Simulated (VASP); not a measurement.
# P (Cmce) in VASP: notebook

P is run at these levels: BLYP, revPBE; tasks: single point.

Program: VASP 6.6.1. These are calculated values, not measurements. Logs are shortened: lines on timing, memory, paths and dates and some standing lists are left out, and cuts for length are marked.

## 1. The cell of the first run

The structure is orthorhombic, space group Cmce (No. 64). Conventional cell: a = 3.295 Å, b = 10.930 Å, c = 4.544 Å, α = 90.00°, β = 90.00°, γ = 90.00°. Within 2.9 Å of P (site symmetry m) lie 3 P at 2.20 to 2.25 Å.

## 2. Single point, BLYP

Input file INCAR:

```
AGGAC = 1.0 ; AGGAX = 1.0
ALDAC = 0.0 ; ALDAX = 1.0
ALGO = Normal ; EDIFF = 1E-6
ENCUT = 520 ; GGA = B5
ISIF = 2 ; ISMEAR = -1
LASPH = True ; LCHARG = False
LREAL = False ; LWAVE = False
NBANDS = 18 ; NELM = 100
PREC = Accurate ; SIGMA = 0.05
```

Input file KPOINTS:

```
k-points
0
Gamma
  8 8 6
```

Input file POSCAR:

```
P
1.0
    1.6477431241     -5.4650377251      0.0000000000
    1.6477431241      5.4650377251      0.0000000000
    0.0000000000      0.0000000000      4.5436355900
P
4
Direct
    0.9041431300      0.0958568700      0.5888151700
    0.0958568700      0.9041431300      0.4111848300
    0.5958568700      0.4041431300      0.0888151700
    0.4041431300      0.5958568700      0.9111848300
```

Potentials or basis: VASP PAW PBE potentials, release 64 (P).

Command:

```sh
$ cat potpaw_PBE.64/P/POTCAR > POTCAR
$ mpirun -np 1 vasp_std > vasp.out
```

OUTCAR:

```text
EDIFF = 1E-6
   ENCUT = 520
   GGA = B5
   ISIF = 2
   ISMEAR = -1
   LASPH = True
   LREAL = False
   NELM = 100
   PREC = Accurate

 ion  position               nearest neighbor table
   1  0.904  0.096  0.589-   4 2.20   4 2.20   2 2.25
   2  0.096  0.904  0.411-   3 2.20   3 2.20   1 2.25
   3  0.596  0.404  0.089-   2 2.20   2 2.20   4 2.25
   4  0.404  0.596  0.911-   1 2.20   1 2.20   3 2.25

  LATTYP: Found a base centered orthorhombic cell.
 ALAT       =     3.2954862482
 B/A-ratio  =     3.3166806435
 C/A-ratio  =     1.3787451222

  Lattice vectors:

 A1 = (   1.6477431241,  -5.4650377251,   0.0000000000)
 A2 = (   1.6477431241,   5.4650377251,   0.0000000000)
 A3 = (   0.0000000000,   0.0000000000,   4.5436355900)

Analysis of symmetry for initial positions (statically):
=====================================================================
 Subroutine PRICEL returns:
 Original cell was already a primitive cell.

 Routine SETGRP: Setting up the symmetry group for a
 base centered orthorhombic supercell.

 Subroutine GETGRP returns: Found  8 space group operations
 (whereof  4 operations were pure point group operations)
 out of a pool of  8 trial point group operations.

The static configuration has the point symmetry C_2h.
 The point group associated with its full space group is D_2h.

Analysis of symmetry for dynamics (positions and initial velocities):
=====================================================================
 Subroutine PRICEL returns:
 Original cell was already a primitive cell.

 Routine SETGRP: Setting up the symmetry group for a
 base centered orthorhombic supercell.

 Subroutine GETGRP returns: Found  8 space group operations
 (whereof  4 operations were pure point group operations)
 out of a pool of  8 trial point group operations.

The dynamic configuration has the point symmetry C_2h.
 The point group associated with its full space group is D_2h.

 Subroutine INISYM returns: Found  8 space group operations
 (whereof  4 operations are pure point group operations),
 and found     1 'primitive' translations

----------------------------------------------------------------------------------------

                                     Primitive cell

  volume of cell :      81.8307

  direct lattice vectors                    reciprocal lattice vectors
     1.647743124 -5.465037725  0.000000000     0.303445357 -0.091490677  0.000000000
     1.647743124  5.465037725  0.000000000     0.303445357  0.091490677  0.000000000
     0.000000000  0.000000000  4.543635590     0.000000000  0.000000000  0.220088073

  length of vectors
     5.708037731  5.708037731  4.543635590     0.316937894  0.316937894  0.220088073

  position of ions in fractional coordinates (direct lattice)
     0.904143130  0.095856870  0.588815170
     0.095856870  0.904143130  0.411184830
     0.595856870  0.404143130  0.088815170
     0.404143130  0.595856870  0.911184830

  ion indices of the primitive-cell ions
   primitive index   ion index
                 1           1
                 2           2
                 3           3
                 4           4

----------------------------------------------------------------------------------------

 KPOINTS: k-points

Automatic generation of k-mesh.
 Grid dimensions read from file:
 generate k-points for:    8    8    6

 Generating k-lattice:

  Cartesian coordinates                     Fractional coordinates (reciprocal lattice)
     0.037930670 -0.011436335  0.000000000     0.125000000 -0.000000000  0.000000000
     0.037930670  0.011436335  0.000000000    -0.000000000  0.125000000  0.000000000
     0.000000000  0.000000000  0.036681345     0.000000000  0.000000000  0.166666667

  Length of vectors
     0.039617237  0.039617237  0.036681345

  Shift w.r.t. Gamma in fractional coordinates (k-lattice)
     0.000000000  0.000000000  0.000000000

 Subroutine IBZKPT returns following result:
 ===========================================

 Found     84 irreducible k-points:

 Following reciprocal coordinates:
            Coordinates               Weight
  0.000000  0.000000  0.000000      1.000000
  0.125000  0.000000  0.000000      4.000000
  0.250000  0.000000  0.000000      4.000000
  0.375000  0.000000  0.000000      4.000000
  0.500000  0.000000  0.000000      2.000000
  0.125000  0.125000  0.000000      2.000000
[... 16 lines left out ...]
  0.125000  0.000000  0.166667      8.000000
  0.250000  0.000000  0.166667      8.000000
 [... further k-points ...]
   k-points           NKPTS =     84   k-points in BZ     NKDIM =     84   number of bands    NBANDS=     18
   number of dos      NEDOS =    301   number of ions     NIONS =      4
   total plane-waves  NPLWV =  63504
   dimension x,y,z NGX =    42 NGY =   42 NGZ =   36
   dimension x,y,z NGXF=    84 NGYF=   84 NGZF=   72
   ions per type =               4
   NGX,Y,Z   is equivalent  to a cutoff of  12.23, 12.23, 13.17 a.u.
   NGXF,Y,Z  is equivalent  to a cutoff of  24.46, 24.46, 26.34 a.u.
 SYSTEM =  unknown system
   PREC   = accura    normal or accurate (medium, high low for compatibility)
   ISTART =      0    job   : 0-new  1-cont  2-samecut
   ICHARG =      2    charge: 1-file 2-atom 10-const
   ISPIN  =      1    spin polarized calculation?
   LNONCOLLINEAR =      F non collinear calculations
   LSORBIT =      F    spin-orbit coupling
   LASPH  =      T    aspherical Exc in radial PAW
   ENCUT  =  520.0 eV  38.22 Ry    6.18 a.u.  10.61 10.61  8.45*2*pi/ulx,y,z
   NELM   =    100;   NELMIN=  2; NELMDL= -5     # of ELM steps
   EDIFF  = 0.1E-05   stopping-criterion for ELM
   LREAL  =      F    real-space projection
   EDIFFG = 0.1E-04   stopping-criterion for IOM
   NSW    =      0    number of steps for IOM
   IBRION =     -1    ionic relax: 0-MD 1-quasi-New 2-CG
   NFREE  =      0    steps in history (QN), initial steepest desc. (CG)
   ISIF   =      2    stress and relaxation
   ISYM   =      2    0-nonsym 1-usesym 2-fastsym
   POTIM  = 0.5000    time-step for ionic-motion
   TEBEG  =    0.0;   TEEND  =   0.0 temperature during run
   PSTRESS=    0.0 pullay stress
   NELECT =      20.0000    total number of electrons
   NUPDOWN=      -1.0000    fix difference up-down
   EMIN   =  10.00;   EMAX   =-10.00  energy-range for DOS
   EFERMI =   0.00;   METHOD = LEGACY
   ISMEAR =    -1;   SIGMA  =   0.05  broadening in eV -4-tet -1-fermi 0-gaus
   EFERMI_NEDOS =   21; number of points for ismear=-14 and -15
   IALGO  =     38    algorithm
   IMIX   =      4    mixing-type and parameters
     AMIX     =   0.40;   BMIX     =  1.00
     AMIX_MAG =   1.60;   BMIX_MAG =  1.00
  volume/ion in A,a.u.               =      20.46       138.06
  Fermi-wavevector in a.u.,A,eV,Ry     =   1.023559  1.934246 14.254450  1.047673
  Thomas-Fermi vector in A             =   2.157299
   LORBIT       =      0    0 simple, 1 ext, 2 COOP (PROOUT), +10 PAW based schemes
   GGA     = B5    functional components
   LHFCALC =     F    Hartree Fock is set to
   AEXX    =    0.0000 exact exchange contribution
   IVDW    =     0    specifies the selected vdW correction
   LEPSILON=     F    determine dielectric tensor
   LRPA    =     F    only Hartree local field effects (RPA)
 non-spin polarized calculation
  energy-cutoff  :      520.00
  volume of cell :       81.83
 maximum number of plane-waves:      2226
   NGX = 21   NGY = 21   NGZ = 17

 number of electron      20.0000004 magnetization

 Free energy of the ion-electron system (eV)
  ---------------------------------------------------
  ext. energy  EPLUGINS =         0.00000000
  ---------------------------------------------------
  free energy    TOTEN  =       -18.59355978 eV

  energy without entropy =      -18.59334258  energy(sigma->0) =      -18.59345118

 E-fermi :   6.3619     XC(G=0):  -8.8232

 val. band max:        6.2562340783   @ k =   0.5000   0.5000   0.0000
 cond. band min:       6.4670183795   @ k =   0.5000   0.5000   0.0000
 fundamental gap:      0.2107843011
 Fermi energy:         6.3618961884

 k-point     1 :       0.0000    0.0000    0.0000
  band No.  band energies     occupation
      1      -9.5005      2.00000
      2      -6.7895      2.00000
      3      -3.5465      2.00000
      4      -0.4165      2.00000
      5       1.2668      2.00000
      6       1.4785      2.00000
[... 10 lines left out ...]
     17      13.2942      0.00000
     18      13.7893      0.00000

 k-point     2 :       0.1250    0.0000    0.0000
  band No.  band energies     occupation
      1      -9.3100      2.00000
      2      -6.6077      2.00000
      3      -3.6378      2.00000
      4      -0.2510      2.00000
      5       0.8815      2.00000
      6       1.3411      2.00000
[... 10 lines left out ...]
     17      12.2844      0.00000
     18      13.3021      0.00000

 k-point     3 :       0.2500    0.0000    0.0000
  band No.  band energies     occupation
      1      -8.7453      2.00000
      2      -6.0629      2.00000
      3      -4.1450      2.00000
      4      -0.5731      2.00000
      5       0.2054      2.00000
      6       0.3497      2.00000
[... 10 lines left out ...]
     17      11.8888      0.00000
     18      13.1386      0.00000

 k-point     4 :       0.3750    0.0000    0.0000
  band No.  band energies     occupation
      1      -7.8308      2.00000
      2      -5.2750      2.00000
      3      -5.1587      2.00000
      4      -2.3376      2.00000
      5       0.2807      2.00000
      6       0.7345      2.00000
[... 375 lines left out ...]
      4      -0.7258      2.00000
      5       1.0069      2.00000
      6       2.0084      2.00000
[... 10 lines left out ...]
     17      13.6256      0.00000
     18      13.9864      0.00000

 k-point    23 :       0.1250    0.0000    0.1667
  band No.  band energies     occupation
      1      -9.1710      2.00000
      2      -6.8410      2.00000
      3      -3.5609      2.00000
      4      -0.6502      2.00000
      5       0.9127      2.00000
      6       1.1829      2.00000
[... 10 lines left out ...]
     17      13.0037      0.00000
     18      13.4386      0.00000

 k-point    24 :       0.2500    0.0000    0.1667
  band No.  band energies     occupation
      1      -8.6106      2.00000
      2      -6.3227      2.00000
      3      -3.9422      2.00000
      4      -0.9942      2.00000
      5       0.0981      2.00000
      6       0.4934      2.00000
[... 10 lines left out ...]
     17      11.9476      0.00000
     18      13.1750      0.00000

 [... further k-points ...]

------------------------ aborting loop because EDIFF is reached ----------------------------------------

  FORCE on cell =-STRESS in cart. coord.  units (eV):
  Direction    XX          YY          ZZ          XY          YZ          ZX
  --------------------------------------------------------------------------------------
  -------------------------------------------------------------------------------------
  Total        3.4892525      2.8247339      3.2426666      0.0000000     -0.0000000      0.0000000
  in kB       68.3166905     55.3059628     63.4887424      0.0000000     -0.0000000      0.0000000
  external PRESSURE =      62.3704652 kB  Pullay stress =       0.0000000 kB

 VOLUME and BASIS-vectors are now :
 -----------------------------------------------------------------------------
  energy-cutoff  :      520.00
  volume of cell :       81.83
      direct lattice vectors                 reciprocal lattice vectors
     1.647743124 -5.465037725  0.000000000     0.303445357 -0.091490677  0.000000000
     1.647743124  5.465037725  0.000000000     0.303445357  0.091490677  0.000000000
     0.000000000  0.000000000  4.543635590     0.000000000  0.000000000  0.220088073

 POSITION                                       TOTAL-FORCE (eV/Angst)
 -----------------------------------------------------------------------------------
      1.64774     -4.41731      2.67536         0.000000      0.325930     -0.284818
      1.64774      4.41731      1.86827         0.000000     -0.325930      0.284818
      1.64774     -1.04772      0.40354         0.000000     -0.325930     -0.284818
      1.64774      1.04772      4.14009         0.000000      0.325930      0.284818
 -----------------------------------------------------------------------------------
    total drift:                               -0.000000     -0.000000     -0.000000

  FREE ENERGIE OF THE ION-ELECTRON SYSTEM (eV)
  ---------------------------------------------------
  free  energy   TOTEN  =       -18.5935597802 eV

  energy  without entropy=      -18.5933425785  energy(sigma->0) =      -18.59345118
```

Wall time 83 s (1 thread of AMD EPYC 9R45 (Zen 5), shared host); peak memory 0.24 GiB.

Results:

```
Free energy            : -18.5936 eV
Pressure               : 6.2 GPa
Largest force          : 0.433 eV/Å
Band gap on the k mesh : 0.21 eV
```

Forces in eV/Å, atoms in the order of the input:
```
P    0.000  0.326 -0.285
P    0.000 -0.326  0.285
P    0.000 -0.326 -0.285
P    0.000  0.326  0.285
```

Caveat: the cell stands under pressure; semilocal functionals underestimate gaps, and a narrow one can read as zero; the PAW data sets were made with another functional, which shifts forces and pressure a little. A k mesh can miss the band edges.

[end of part 1 of 2]
